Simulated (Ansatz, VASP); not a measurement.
**Two plane-wave programs on Be**

```
Be
1.0
     3.51270    0.00000    0.00000
    -1.75635    3.04209    0.00000
     0.00000    0.00000    2.15389
Be
3
Direct
  0.00000 0.00000 0.00000
  0.33333 0.66667 0.50000
  0.66667 0.33333 0.50000
```

Alike in both runs: task single point; functional PBEsol; k mesh 12 × 12 × 16; occupations fermi-dirac, width 0.1 eV; no spin polarisation.

```csv
,VASP,Ansatz
version,VASP 6.6.1,Ansatz 0.2.0
potentials or method,"VASP PAW PBE potentials, release 64 (Be), cutoff 520 eV","plane waves (420 eV) with PAW, scalar-relativistic"
valence electrons in the cell,6,6
```

VASP gave:

- pressure (GPa): 5.5
- traceless stress, the component that is largest in VASP (GPa): -0.67

Q: What did Ansatz give for the same quantities?

A: Pressure (GPa): 5.1; traceless stress, the component that is largest in VASP (GPa): -0.60.

VASP's potentials were made for PBE, not for PBEsol, and Ansatz warns of the same on its side.
